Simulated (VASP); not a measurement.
# Si (Fmmm) in VASP: further runs, part 2 of 2

VASP 6.6.1. The steps go on from the part before.

### Step 4. Single point, LDA (strain +0.000 along x and y, -0.025 along z)

File INCAR:

```
SYSTEM = Si
PREC = Accurate
ENCUT = 520
EDIFF = 1E-6
ISMEAR = 0
SIGMA = 0.15
LREAL = .False.
LASPH = .True.
NELM = 60
ALGO = Normal
ISIF = 2
LWAVE = .False.
LCHARG = .False.
GGA = CA
NBANDS = 26
```

File KPOINTS:

```
Automatic mesh
0
Gamma
  10 10 8
  0 0 0
```

File POSCAR:

```
Si
1.0
    4.5521371177     -2.4347064048      0.0000000000
    4.5521371177      2.4347064048      0.0000000000
    0.0000000000      0.0000000000      5.1944571589
Si
8
Direct
    0.5000000000      0.5000000000      0.7705063100
    0.5000000000      0.5000000000      0.2294936900
    1.0000000000      0.0000000000      0.2705063100
    0.0000000000      1.0000000000      0.7294936900
    0.7262158274      0.7262158274      0.5000000000
    0.2262158274      0.2262158274      0.0000000000
    0.2737841726      0.2737841726      0.5000000000
    0.7737841726      0.7737841726      0.0000000000
```

Potentials or basis: VASP PAW LDA potentials, release 64 (Si).

The run is started by

```sh
$ cat potpaw_LDA.64/Si/POTCAR > POTCAR
$ mpirun -np 1 vasp_std > vasp.out
```

OUTCAR:

```text
SYSTEM = Si
   PREC = Accurate
   ENCUT = 520
   EDIFF = 1E-6
   ISMEAR = 0
   LREAL = .False.
   LASPH = .True.
   NELM = 60
   ISIF = 2
   GGA = CA

 ion  position               nearest neighbor table
   1  0.500  0.500  0.771-   2 2.38   4 2.44   4 2.44   5 2.49   7 2.49   6 2.76   8 2.76   2 2.81

   2  0.500  0.500  0.229-   1 2.38   3 2.44   3 2.44   5 2.49   7 2.49   6 2.76   8 2.76   1 2.81

   3  0.000  0.000  0.271-   4 2.38   2 2.44   2 2.44   6 2.49   8 2.49   7 2.76   5 2.76   4 2.81
[... 7 lines left out ...]
   7  0.274  0.274  0.500-   5 2.47   5 2.47   1 2.49   2 2.49   6 2.63   6 2.63   3 2.76   4 2.76

   8  0.774  0.774  0.000-   6 2.47   6 2.47   3 2.49   4 2.49   5 2.63   5 2.63   1 2.76   2 2.76

  LATTYP: Found a base centered orthorhombic cell.
 ALAT       =     4.8694128096
 B/A-ratio  =     1.8696862623
 C/A-ratio  =     1.0667522681

  Lattice vectors:

 A1 = (  -4.5521371177,  -2.4347064048,   0.0000000000)
 A2 = (   4.5521371177,  -2.4347064048,   0.0000000000)
 A3 = (   0.0000000000,   0.0000000000,   5.1944571589)

Analysis of symmetry for initial positions (statically):
=====================================================================
 Subroutine PRICEL returns following result:

  LATTYP: Found a face centered orthorhombic cell.
 ALAT       =     4.8694128096
 B/A-ratio  =     1.0667522681
 C/A-ratio  =     1.8696862623

  Lattice vectors:

 A1 = (  -4.5521371177,   0.0000000000,   2.5972285795)
 A2 = (  -4.5521371177,  -2.4347064048,   0.0000000000)
 A3 = (   0.0000000000,  -2.4347064048,   2.5972285794)

   2 primitive cells build up your supercell.

 Routine SETGRP: Setting up the symmetry group for a
 base centered orthorhombic supercell.

 Subroutine GETGRP returns: Found  8 space group operations
 (whereof  8 operations were pure point group operations)
 out of a pool of  8 trial point group operations.

The static configuration has the point symmetry D_2h.

Analysis of symmetry for dynamics (positions and initial velocities):
=====================================================================
 Subroutine PRICEL returns following result:

  LATTYP: Found a face centered orthorhombic cell.
 ALAT       =     4.8694128096
 B/A-ratio  =     1.0667522681
 C/A-ratio  =     1.8696862623

  Lattice vectors:

 A1 = (  -4.5521371177,   0.0000000000,   2.5972285795)
 A2 = (  -4.5521371177,  -2.4347064048,   0.0000000000)
 A3 = (   0.0000000000,  -2.4347064048,   2.5972285794)

   2 primitive cells build up your supercell.

 Routine SETGRP: Setting up the symmetry group for a
 base centered orthorhombic supercell.

 Subroutine GETGRP returns: Found  8 space group operations
 (whereof  8 operations were pure point group operations)
 out of a pool of  8 trial point group operations.

The dynamic configuration has the point symmetry D_2h.

 Subroutine INISYM returns: Found  8 space group operations
 (whereof  8 operations are pure point group operations),
 and found     2 'primitive' translations

----------------------------------------------------------------------------------------
[... 43 lines left out ...]

  Shift w.r.t. Gamma in fractional coordinates (k-lattice)
     0.000000000  0.000000000  0.000000000

 Subroutine IBZKPT returns following result:
 ===========================================

 Found    155 irreducible k-points:

 Following reciprocal coordinates:
            Coordinates               Weight
  0.000000  0.000000  0.000000      1.000000
  0.100000 -0.000000  0.000000      4.000000
  0.200000 -0.000000  0.000000      4.000000
  0.300000  0.000000  0.000000      4.000000
  0.400000  0.000000  0.000000      4.000000
  0.500000  0.000000  0.000000      2.000000
[... 16 lines left out ...]
  0.300000  0.300000  0.000000      2.000000
  0.400000  0.300000  0.000000      4.000000
 [... further k-points ...]
   k-points           NKPTS =    155   k-points in BZ     NKDIM =    155   number of bands    NBANDS=     26
   number of dos      NEDOS =    301   number of ions     NIONS =      8
   total plane-waves  NPLWV =  64000
   dimension x,y,z NGX =    40 NGY =   40 NGZ =   40
   dimension x,y,z NGXF=    80 NGYF=   80 NGZF=   80
   ions per type =               8
   NGX,Y,Z   is equivalent  to a cutoff of  12.88, 12.88, 12.80 a.u.
   NGXF,Y,Z  is equivalent  to a cutoff of  25.76, 25.76, 25.60 a.u.
 SYSTEM =  Si
   PREC   = accura    normal or accurate (medium, high low for compatibility)
   ISTART =      0    job   : 0-new  1-cont  2-samecut
   ICHARG =      2    charge: 1-file 2-atom 10-const
   ISPIN  =      1    spin polarized calculation?
   LNONCOLLINEAR =      F non collinear calculations
   LSORBIT =      F    spin-orbit coupling
   LASPH  =      T    aspherical Exc in radial PAW
   ENCUT  =  520.0 eV  38.22 Ry    6.18 a.u.   9.60  9.60  9.66*2*pi/ulx,y,z
   NELM   =     60;   NELMIN=  2; NELMDL= -5     # of ELM steps
   EDIFF  = 0.1E-05   stopping-criterion for ELM
   LREAL  =      F    real-space projection
[... 7 lines left out ...]
   TEBEG  =    0.0;   TEEND  =   0.0 temperature during run
   PSTRESS=    0.0 pullay stress
   NELECT =      32.0000    total number of electrons
   NUPDOWN=      -1.0000    fix difference up-down
   EMIN   =  10.00;   EMAX   =-10.00  energy-range for DOS
   EFERMI =   0.00;   METHOD = LEGACY
   ISMEAR =     0;   SIGMA  =   0.15  broadening in eV -4-tet -1-fermi 0-gaus
   EFERMI_NEDOS =   21; number of points for ismear=-14 and -15
   IALGO  =     38    algorithm
   IMIX   =      4    mixing-type and parameters
     AMIX     =   0.40;   BMIX     =  1.00
     AMIX_MAG =   1.60;   BMIX_MAG =  1.00
  volume/ion in A,a.u.               =      14.39        97.13
  Fermi-wavevector in a.u.,A,eV,Ry     =   1.068351  2.018891 15.529346  1.141375
  Thomas-Fermi vector in A             =   2.203997
   LORBIT       =      0    0 simple, 1 ext, 2 COOP (PROOUT), +10 PAW based schemes
   GGA     = CA    functional components
   LHFCALC =     F    Hartree Fock is set to
   AEXX    =    0.0000 exact exchange contribution
   IVDW    =     0    specifies the selected vdW correction
   LEPSILON=     F    determine dielectric tensor
   LRPA    =     F    only Hartree local field effects (RPA)
 non-spin polarized calculation
 Gauss-broadening in eV      SIGMA  =   0.15
  energy-cutoff  :      520.00
  volume of cell :      115.14
 maximum number of plane-waves:      3135
 NGX is ok and might be reduce to    40
   NGX = 19   NGY = 19   NGZ = 19

 number of electron      31.9999999 magnetization

 Free energy of the ion-electron system (eV)
  ---------------------------------------------------
  ext. energy  EPLUGINS =         0.00000000
  ---------------------------------------------------
  free energy    TOTEN  =       -45.91850706 eV

  energy without entropy =      -45.88928304  energy(sigma->0) =      -45.90389505

 E-fermi :   9.8759     XC(G=0): -11.2196

 val. band max:        9.8754431022   @ k =   0.5000   0.3000   0.1250
 cond. band min:       9.8871826275   @ k =  -0.3000   0.1000   0.0000
 fundamental gap:      0.0117395253
 Fermi energy:         9.8759359971

 k-point     1 :       0.0000    0.0000    0.0000
  band No.  band energies     occupation
      1      -4.3539      2.00000
      2       0.8895      2.00000
      3       0.9057      2.00000
      4       2.0835      2.00000
      5       2.3287      2.00000
      6       2.5478      2.00000
[... 685 lines left out ...]
     25      14.3682      0.00000
     26      14.5052      0.00000

 [... further k-points ...]

------------------------ aborting loop because EDIFF is reached ----------------------------------------

  FORCE on cell =-STRESS in cart. coord.  units (eV):
  Direction    XX          YY          ZZ          XY          YZ          ZX
  --------------------------------------------------------------------------------------
  -------------------------------------------------------------------------------------
  Total        2.0126279      0.6622844      4.1206879      0.0000000      0.0000000      0.0000000
  in kB       28.0054120      9.2155877     57.3387481      0.0000000      0.0000000      0.0000000
  external PRESSURE =      31.5199159 kB  Pullay stress =       0.0000000 kB

 VOLUME and BASIS-vectors are now :
 -----------------------------------------------------------------------------
  energy-cutoff  :      520.00
  volume of cell :      115.14
      direct lattice vectors                 reciprocal lattice vectors
     4.552137118 -2.434706405  0.000000000     0.109838519 -0.205363570  0.000000000
     4.552137118  2.434706405  0.000000000     0.109838519  0.205363570  0.000000000
     0.000000000  0.000000000  5.194457159     0.000000000  0.000000000  0.192512898

 POSITION                                       TOTAL-FORCE (eV/Angst)
 -----------------------------------------------------------------------------------
      4.55214      0.00000      4.00236         0.000000      0.000000     -0.112188
      4.55214      0.00000      1.19210         0.000000      0.000000      0.112188
      0.00000      0.00000      1.40513         0.000000      0.000000     -0.112188
      0.00000      0.00000      3.78932         0.000000      0.000000      0.112188
      6.61167      0.00000      2.59723         0.068716      0.000000     -0.000000
      2.05953      0.00000      0.00000         0.068716      0.000000     -0.000000
      2.49261      0.00000      2.59723        -0.068716      0.000000     -0.000000
      7.04474      0.00000      0.00000        -0.068716      0.000000     -0.000000
 -----------------------------------------------------------------------------------
    total drift:                                0.000000     -0.000000     -0.000000

  FREE ENERGIE OF THE ION-ELECTRON SYSTEM (eV)
  ---------------------------------------------------
  free  energy   TOTEN  =       -45.9185070578 eV

  energy  without entropy=      -45.8892830404  energy(sigma->0) =      -45.90389505
```

It took 8.9 min on 1 thread of Intel Xeon 8259CL, shared host; peak memory 0.41 GiB.

What came out:

| Property | Result |
| --- | --- |
| Free energy | -45.9185 eV |
| Pressure | 3.2 GPa |
| Largest force | 0.112 eV/Å |
| Band gap on the k mesh | zero (bands 16 and 17 overlap by 2.95 eV) |

Forces on the atoms (eV/Å):
```
Si   0.000  0.000 -0.112
Si   0.000  0.000  0.112
Si   0.000  0.000 -0.112
Si   0.000  0.000  0.112
Si   0.069  0.000  0.000
Si   0.069  0.000  0.000
Si  -0.069  0.000  0.000
Si  -0.069  0.000  0.000
```

Caveat: the cell differs from its parent crystal (strain +0.000 along x and y, -0.025 along z); the cell stands under pressure.

### Step 5. Overview

| cell | gap on the mesh (eV) | pressure (GPa) | largest force (eV/Å) |
| --- | --- | --- | --- |
| a = 5.162, b = 5.162, c = 5.061 Å, angles 90.0, 90.0, 56.3°, 8 atoms | none | 6.9 | 0.34 |
| a = 5.033, b = 5.033, c = 5.328 Å, angles 90.0, 90.0, 56.3°, 8 atoms | none | 6.8 | 0.11 |
| a = 5.162, b = 5.162, c = 5.194 Å, angles 90.0, 90.0, 56.3°, 8 atoms | none | 3.2 | 0.11 |

Alike in all rows: task single point; level LDA; potentials or basis VASP PAW LDA potentials, release 64 (Si); no spin polarisation; k mesh 10 × 10 × 8; cutoff (eV) 520; smearing gaussian 0.15 eV.

Caveats: the stress differs along the axes, from 2 to 13 GPa (at least some runs); the stress differs along the axes, from 4 to 10 GPa (at least some runs); the cell stands under pressure (at least some runs).

Absolute energies hang on the potentials; compare differences alone.
